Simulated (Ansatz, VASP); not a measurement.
## GaN: VASP beside Ansatz

```xyz
4
Lattice="3.1831 0.0000 0.0000 -1.5916 2.7566 0.0000 0.0000 0.0000 5.1836" Properties=species:S:1:pos:R:3 pbc="T T T"
Ga    0.0000    1.8378   -0.0046
Ga    1.5916    0.9189    2.5872
N     0.0000    1.8378    1.9485
N     1.5916    0.9189    4.5403
```

Alike in both runs: functional r2SCAN; k mesh 14 × 14 × 8; occupations fermi-dirac, width 0.05 eV; no spin polarisation.

Ansatz relaxed the structure, and its values are those at the end. VASP's run is a single point on that final structure, the one shown.

```csv
,VASP,Ansatz
version,VASP 6.6.1,Ansatz 0.2.0
potentials or method,"VASP PAW PBE potentials, release 64 (Ga_d, N)","PAW with Ansatz's default frozen-core files, scalar-relativistic"
plane-wave cutoff (eV),520,500
valence electrons in the cell,36,36
```

```csv
,VASP,Ansatz,Ansatz less VASP
pressure (GPa),1.1,0.0,-1.09
rms of the force components (eV/Å),0.003,0.000,-0.0030
```

VASP's potentials were made for PBE, not for r2SCAN. The functional is the same, so the differences come from potentials, cutoffs and numerics.
